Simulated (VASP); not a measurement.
A run of VASP 6.6.1:

File POSCAR:

```
Rb3Sr
1.0
    0.0000000000      5.4402880000      5.4402880000
    5.4402880000      0.0000000000      5.4402880000
    5.4402880000      5.4402880000      0.0000000000
Rb Sr
3 1
Direct
    0.2500000000      0.2500000000      0.2500000000
    0.7500000000      0.7500000000      0.7500000000
    0.5000000000      0.5000000000      0.5000000000
    0.0000000000      0.0000000000      0.0000000000
```

INCAR.step1

```
ALGO = Fast ; EDIFF = 1E-6
ENCUT = 520 ; GGA = PE
ISIF = 2 ; ISMEAR = 0
LASPH = T ; LCHARG = T
LREAL = F ; LWAVE = F
NBANDS = 26 ; NELM = 80
PREC = Accurate ; SIGMA = 0.1
```

Contents of KPOINTS.step1:

```
k-points
0
Gamma
  8 8 8
```

INCAR.step2

```
ALGO = Fast ; EDIFF = 1E-6
ENCUT = 520 ; GGA = PE
ICHARG = 11 ; ISIF = 2
ISMEAR = -5 ; LASPH = T
LCHARG = F ; LORBIT = 10
LREAL = F ; LWAVE = F
NEDOS = 1001 ; NELM = 80
PREC = Accurate ; SIGMA = 0.1
```

File KPOINTS.step2:

```
k-points
0
Gamma
  12 12 12
```

Potentials or basis: VASP PAW PBE potentials, release 64 (Rb_sv, Sr_sv).

Command:

```bash
$ cat potpaw_PBE.64/Rb_sv/POTCAR potpaw_PBE.64/Sr_sv/POTCAR > POTCAR
$ cp INCAR.step1 INCAR
$ cp KPOINTS.step1 KPOINTS
$ mpirun -np 1 vasp_std > vasp.out
$ cp INCAR.step2 INCAR
$ cp KPOINTS.step2 KPOINTS
$ mpirun -np 1 vasp_std > vasp.out
```

Hardware: 1 thread of Intel(R) Xeon(R) 6975P-C (Granite Rapids), on a shared host.

**Question.** How long does it take, and how much memory?

**Answer.** Run time: 12 min on 1 thread of Intel(R) Xeon(R) 6975P-C (Granite Rapids) (shared host), peak memory 0.79 GiB. Counts: k points 72.
